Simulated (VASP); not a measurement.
Runs of VASP 6.6.1 on Sr. The structure is that of space group Fd-3m (No. 227), or close to it. The cells are those of the table. 

| task | cell | cutoff (eV) | gap on the mesh (eV) | pressure (GPa) |
| --- | --- | --- | --- | --- |
| single point | a = 6.877 Å, angles 60.0°, 2 atoms | 520 | none | (a) |
| single point | a = 6.345 Å, angles 60.0°, 2 atoms | 520 | none | 0.4 |
| relaxation of cell and atoms | relaxed from a = 5.991 Å, angles 60.0°, 2 atoms | 600 | none | 0.0 |
| single point | a = 6.794 Å, angles 60.0°, 2 atoms | 520 | none | -0.2 |
| single point | a = 6.622 Å, angles 60.0°, 2 atoms | 520 | none | 0.0 |
| single point | a = 6.709 Å, angles 60.0°, 2 atoms | 520 | none | -0.1 |
| single point | a = 6.532 Å, angles 60.0°, 2 atoms | 520 | none | 0.1 |
| single point | a = 6.440 Å, angles 60.0°, 2 atoms | 520 | none | (b) |

Alike in all rows: level PBEsol; potentials or basis VASP PAW PBE potentials, release 64 (Sr_sv); no spin polarisation; k mesh 7 × 7 × 7; smearing fermi-dirac 0.1 eV.

Question: Fill in the values left out.

Answer: (a) -0.3; (b) 0.3.

Caveats: the PAW data sets were made with another functional, which shifts forces and pressure a little.

A k mesh can miss the band edges, and the runs leave out spin-orbit coupling on Sr.

A gap of «none» marks levels without a gap at the run's occupations.
